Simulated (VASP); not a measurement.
# Ag in VASP: single point with LDA

Aim: the single point of Ag with LDA.

All numbers are computed with VASP 6.6.1; they aren't measurements. Logs are shortened: lines on timing, memory, paths and dates and some standing lists are left out, and cuts for length are marked.

## (1) The cell of the first run

The cell holds a slab with vacuum, 4 atoms: a = 2.950 Å, b = 2.950 Å, c = 26.105 Å, α = 90.00°, β = 90.00°, γ = 90.00°.

## (2) Single point, LDA

File INCAR:

```
ALGO = Normal
DIPOL = 0.5 0.5 0.661
EDIFF = 1E-6
ENCUT = 400
GGA = CA
GGA_COMPAT = False
IDIPOL = 3
ISIF = 2
ISMEAR = 1
LASPH = True
LCHARG = False
LDIPOL = True
LREAL = False
LWAVE = False
NBANDS = 30
NELM = 120
NELMDL = -8
PREC = Accurate
SIGMA = 0.1
```

File KPOINTS:

```
k-points
0
Gamma
  12 12 1
```

File POSCAR:

```
Ag
1.0
    2.9498908434      0.0000000000      0.0000000000
    0.0000000000      2.9498908434      0.0000000000
    0.0000000000      0.0000000000     26.1054408740
Ag
4
Direct
    0.0000000000      0.0000000000      0.5541429938
    0.5000000000      0.5000000000      0.6252812345
    0.0000000000      0.0000000000      0.6973486904
    0.5000000000      0.5000000000      0.7672282398
```

Potentials or basis: VASP PAW LDA potentials, release 64 (Ag).

Launch:

```
$ cat potpaw_LDA.64/Ag/POTCAR > POTCAR
$ mpirun -np 1 vasp_std > vasp.out
```

OUTCAR:

```text
EDIFF = 1E-6
   ENCUT = 400
   GGA = CA
   ISIF = 2
   ISMEAR = 1
   LASPH = True
   LREAL = False
   NELM = 120
   NELMDL = -8
   PREC = Accurate

 ion  position               nearest neighbor table
   1  0.000  0.000  0.554-   2 2.79   2 2.79   2 2.79   2 2.79
   2  0.500  0.500  0.625-   1 2.79   1 2.79   1 2.79   1 2.79   3 2.81   3 2.81   3 2.81   3 2.81

   3  0.000  0.000  0.697-   4 2.77   4 2.77   4 2.77   4 2.77   2 2.81   2 2.81   2 2.81   2 2.81

   4  0.500  0.500  0.767-   3 2.77   3 2.77   3 2.77   3 2.77

  LATTYP: Found a simple tetragonal cell.
 ALAT       =     2.9498908434
 C/A-ratio  =     8.8496294473

  Lattice vectors:

 A1 = (   2.9498908434,   0.0000000000,   0.0000000000)
 A2 = (   0.0000000000,   2.9498908434,   0.0000000000)
 A3 = (   0.0000000000,   0.0000000000,  26.1054408740)

Analysis of symmetry for initial positions (statically):
=====================================================================
 Subroutine PRICEL returns:
 Original cell was already a primitive cell.

 Routine SETGRP: Setting up the symmetry group for a
 simple tetragonal supercell.

 Subroutine GETGRP returns: Found  8 space group operations
 (whereof  8 operations were pure point group operations)
 out of a pool of 16 trial point group operations.

The static configuration has the point symmetry C_4v.

Analysis of symmetry for dynamics (positions and initial velocities):
=====================================================================
 Subroutine PRICEL returns:
 Original cell was already a primitive cell.

 Routine SETGRP: Setting up the symmetry group for a
 simple tetragonal supercell.

 Subroutine GETGRP returns: Found  8 space group operations
 (whereof  8 operations were pure point group operations)
 out of a pool of 16 trial point group operations.

The dynamic configuration has the point symmetry C_4v.

 Subroutine INISYM returns: Found  8 space group operations
 (whereof  8 operations are pure point group operations),
 and found     1 'primitive' translations

----------------------------------------------------------------------------------------

                                     Primitive cell

  volume of cell :     227.1658

  direct lattice vectors                    reciprocal lattice vectors
     2.949890843  0.000000000  0.000000000     0.338995594  0.000000000  0.000000000
     0.000000000  2.949890843  0.000000000     0.000000000  0.338995594  0.000000000
     0.000000000  0.000000000 26.105440874     0.000000000  0.000000000  0.038306191

  length of vectors
     2.949890843  2.949890843 26.105440874     0.338995594  0.338995594  0.038306191

  position of ions in fractional coordinates (direct lattice)
     0.000000000  0.000000000  0.554142994
     0.500000000  0.500000000  0.625281235
     0.000000000  0.000000000  0.697348690
     0.500000000  0.500000000  0.767228240

  ion indices of the primitive-cell ions
   primitive index   ion index
                 1           1
                 2           2
                 3           3
                 4           4

----------------------------------------------------------------------------------------

 KPOINTS: k-points

Automatic generation of k-mesh.
 Grid dimensions read from file:
 generate k-points for:   12   12    1

 Generating k-lattice:

  Cartesian coordinates                     Fractional coordinates (reciprocal lattice)
     0.028249633  0.000000000  0.000000000     0.083333333  0.000000000  0.000000000
     0.000000000  0.028249633  0.000000000     0.000000000  0.083333333  0.000000000
     0.000000000  0.000000000  0.038306191     0.000000000  0.000000000  1.000000000

  Length of vectors
     0.028249633  0.028249633  0.038306191

  Shift w.r.t. Gamma in fractional coordinates (k-lattice)
     0.000000000  0.000000000  0.000000000

 Subroutine IBZKPT returns following result:
 ===========================================

 Found     28 irreducible k-points:

 Following reciprocal coordinates:
            Coordinates               Weight
  0.000000  0.000000  0.000000      1.000000
  0.083333  0.000000  0.000000      4.000000
  0.166667  0.000000  0.000000      4.000000
  0.250000  0.000000  0.000000      4.000000
  0.333333  0.000000  0.000000      4.000000
  0.416667  0.000000  0.000000      4.000000
[... 16 lines left out ...]
  0.333333  0.333333  0.000000      4.000000
  0.416667  0.333333  0.000000      8.000000
 [... further k-points ...]
   k-points           NKPTS =     28   k-points in BZ     NKDIM =     28   number of bands    NBANDS=     30
   number of dos      NEDOS =    301   number of ions     NIONS =      4
   total plane-waves  NPLWV =  72000
   dimension x,y,z NGX =    20 NGY =   20 NGZ =  180
   dimension x,y,z NGXF=    40 NGYF=   40 NGZF=  360
   ions per type =               4
   NGX,Y,Z   is equivalent  to a cutoff of  11.27, 11.27, 11.46 a.u.
   NGXF,Y,Z  is equivalent  to a cutoff of  22.54, 22.54, 22.93 a.u.
 SYSTEM =  unknown system
   PREC   = accura    normal or accurate (medium, high low for compatibility)
   ISTART =      0    job   : 0-new  1-cont  2-samecut
   ICHARG =      2    charge: 1-file 2-atom 10-const
   ISPIN  =      1    spin polarized calculation?
   LNONCOLLINEAR =      F non collinear calculations
   LSORBIT =      F    spin-orbit coupling
   LASPH  =      T    aspherical Exc in radial PAW
   ENCUT  =  400.0 eV  29.40 Ry    5.42 a.u.   4.81  4.81 42.57*2*pi/ulx,y,z
   NELM   =    120;   NELMIN=  2; NELMDL= -8     # of ELM steps
   EDIFF  = 0.1E-05   stopping-criterion for ELM
   LREAL  =      F    real-space projection
   EDIFFG = 0.1E-04   stopping-criterion for IOM
   NSW    =      0    number of steps for IOM
   IBRION =     -1    ionic relax: 0-MD 1-quasi-New 2-CG
   NFREE  =      0    steps in history (QN), initial steepest desc. (CG)
   ISIF   =      2    stress and relaxation
   ISYM   =      2    0-nonsym 1-usesym 2-fastsym
   POTIM  = 0.5000    time-step for ionic-motion
   TEBEG  =    0.0;   TEEND  =   0.0 temperature during run
   PSTRESS=    0.0 pullay stress
   NELECT =      44.0000    total number of electrons
   NUPDOWN=      -1.0000    fix difference up-down
   EMIN   =  10.00;   EMAX   =-10.00  energy-range for DOS
   EFERMI =   0.00;   METHOD = LEGACY
   ISMEAR =     1;   SIGMA  =   0.10  broadening in eV -4-tet -1-fermi 0-gaus
   EFERMI_NEDOS =   21; number of points for ismear=-14 and -15
   IALGO  =     38    algorithm
   IMIX   =      4    mixing-type and parameters
     AMIX     =   0.40;   BMIX     =  1.00
     AMIX_MAG =   1.60;   BMIX_MAG =  1.00
  volume/ion in A,a.u.               =      56.79       383.25
  Fermi-wavevector in a.u.,A,eV,Ry     =   0.947207  1.789961 12.207154  0.897200
  Thomas-Fermi vector in A             =   2.075278
   LORBIT       =      0    0 simple, 1 ext, 2 COOP (PROOUT), +10 PAW based schemes
   GGA     = CA    functional components
   LHFCALC =     F    Hartree Fock is set to
   AEXX    =    0.0000 exact exchange contribution
   IVDW    =     0    specifies the selected vdW correction
   LEPSILON=     F    determine dielectric tensor
   LRPA    =     F    only Hartree local field effects (RPA)
 non-spin polarized calculation
 Methfessel and Paxton  Order N= 1 SIGMA  =   0.10
  energy-cutoff  :      400.00
  volume of cell :      227.17
 maximum number of plane-waves:      4188
 NGX is ok and might be reduce to    20
   NGX =  9   NGY =  9   NGZ = 85

 dipolmoment           0.000000      0.000000      0.000007 electrons x Angstroem

 number of electron      44.0000035 magnetization

 dipolmoment           0.000000      0.000000     -0.000014 electrons x Angstroem

 Free energy of the ion-electron system (eV)
  ---------------------------------------------------
  ext. energy  EPLUGINS =         0.00000000
  ---------------------------------------------------
  free energy    TOTEN  =       -13.66650598 eV

  energy without entropy =      -13.66529735  energy(sigma->0) =      -13.66610310

 E-fermi :  -0.6877     XC(G=0):  -4.4316

 val. band max:       -0.7101121995   @ k =   0.5000   0.0000   0.0000
 cond. band min:      -0.6581743446   @ k =   0.3333   0.0833   0.0000
 fundamental gap:      0.0519378549
 Fermi energy:        -0.6876587695

 k-point     1 :       0.0000    0.0000    0.0000
  band No.  band energies     occupation
      1      -8.2974      2.00000
      2      -7.2192      2.00000
      3      -7.0830      2.00000
      4      -6.7162      2.00000
      5      -6.4597      2.00000
      6      -6.4319      2.00000
[... 22 lines left out ...]
     29       5.0220      0.00000
     30       6.2038      0.00000

 k-point     2 :       0.0833    0.0000    0.0000
  band No.  band energies     occupation
      1      -8.1681      2.00000
      2      -7.1496      2.00000
      3      -7.0134      2.00000
      4      -6.6469      2.00000
      5      -6.4543      2.00000
      6      -6.3228      2.00000
[... 22 lines left out ...]
     29       5.1385      0.00000
     30       6.3323      0.00000

 k-point     3 :       0.1667    0.0000    0.0000
  band No.  band energies     occupation
      1      -7.8133      2.00000
      2      -7.0273      2.00000
      3      -6.7605      2.00000
      4      -6.5704      2.00000
      5      -6.4621      2.00000
      6      -6.0061      2.00000
[... 22 lines left out ...]
     29       5.4865      0.00000
     30       6.6267      0.00000

 k-point     4 :       0.2500    0.0000    0.0000
  band No.  band energies     occupation
      1      -7.3711      2.00000
      2      -6.9443      2.00000
      3      -6.5737      2.00000
      4      -6.4534      2.00000
      5      -6.3745      2.00000
      6      -5.6189      2.00000
[... 22 lines left out ...]
     29       5.6195      0.00000
     30       6.0651      0.00000

 k-point     5 :       0.3333    0.0000    0.0000
  band No.  band energies     occupation
      1      -7.1249      2.00000
      2      -6.9841      2.00000
      3      -6.4761      2.00000
      4      -6.3321      2.00000
      5      -6.0069      2.00000
      6      -5.6532      2.00000
[... 22 lines left out ...]
     29       5.7807      0.00000
     30       6.3762      0.00000
[... 526 lines left out ...]
     29       7.5420      0.00000
     30       7.7515      0.00000

 k-point    22 :       0.5000    0.2500    0.0000
  band No.  band energies     occupation
      1      -6.7440      2.00000
      2      -6.7207      2.00000
      3      -6.6373      2.00000
      4      -6.6201      2.00000
      5      -6.1693      2.00000
      6      -6.1176      2.00000
[... 22 lines left out ...]
     29       7.9660      0.00000
     30       7.9807      0.00000

 k-point    23 :       0.3333    0.3333    0.0000
  band No.  band energies     occupation
      1      -6.7242      2.00000
      2      -6.7041      2.00000
      3      -6.6852      2.00000
      4      -6.5623      2.00000
      5      -6.0887      2.00000
      6      -6.0794      2.00000
[... 22 lines left out ...]
     29       6.9142      0.00000
     30       7.5641      0.00000

 k-point    24 :       0.4167    0.3333    0.0000
  band No.  band energies     occupation
      1      -6.8521      2.00000
      2      -6.8224      2.00000
      3      -6.8032      2.00000
      4      -6.7332      2.00000
      5      -6.1352      2.00000
      6      -6.1138      2.00000
[... 22 lines left out ...]
     29       7.2320      0.00000
     30       7.4863      0.00000

 [... further k-points ...]

------------------------ aborting loop because EDIFF is reached ----------------------------------------

 vacuum level on the upper side and lower side of the slab       (xc-potential included)        -0.071        -0.063

  FORCE on cell =-STRESS in cart. coord.  units (eV):
  Direction    XX          YY          ZZ          XY          YZ          ZX
  --------------------------------------------------------------------------------------
  -------------------------------------------------------------------------------------
  Total       -2.9778542     -2.9778542     -0.4775926      0.0000000     -0.0000000      0.0000000
  in kB      -21.0025046    -21.0025046     -3.3684121      0.0000000     -0.0000000      0.0000000
  external PRESSURE =     -15.1244738 kB  Pullay stress =       0.0000000 kB

 VOLUME and BASIS-vectors are now :
 -----------------------------------------------------------------------------
  energy-cutoff  :      400.00
  volume of cell :      227.17
      direct lattice vectors                 reciprocal lattice vectors
     2.949890843  0.000000000  0.000000000     0.338995594  0.000000000  0.000000000
     0.000000000  2.949890843  0.000000000     0.000000000  0.338995594  0.000000000
     0.000000000  0.000000000 26.105440874     0.000000000  0.000000000  0.038306191

 POSITION                                       TOTAL-FORCE (eV/Angst)
 -----------------------------------------------------------------------------------
      0.00000      0.00000     14.46615         0.000000      0.000000      0.131478
      1.47495      1.47495     16.32324        -0.000000     -0.000000     -0.116582
      0.00000      0.00000     18.20460         0.000000      0.000000     -0.007236
      1.47495      1.47495     20.02883         0.000000      0.000000     -0.007659
 -----------------------------------------------------------------------------------
    total drift:                               -0.000000      0.000000      0.000752

  FREE ENERGIE OF THE ION-ELECTRON SYSTEM (eV)
  ---------------------------------------------------
  free  energy   TOTEN  =       -13.6665059756 eV

  energy  without entropy=      -13.6652973533  energy(sigma->0) =      -13.66610310

 vacuum level on the upper side and lower side of the slab         3.745         3.746
```

It took 2 min on 1 thread of Intel Xeon Platinum 8559C (Emerald Rapids), shared host; peak memory 0.25 GiB.

What came out:

```yaml
Free_energy: -13.6665 eV
Largest_force: 0.131 eV/Å
Band_gap_on_the_k_mesh: zero (bands 22 and 23 overlap by 4.67 eV)
```

Forces on the atoms (eV/Å):
```
Ag   0.000  0.000  0.131
Ag   0.000  0.000 -0.117
Ag   0.000  0.000 -0.007
Ag   0.000  0.000 -0.008
```
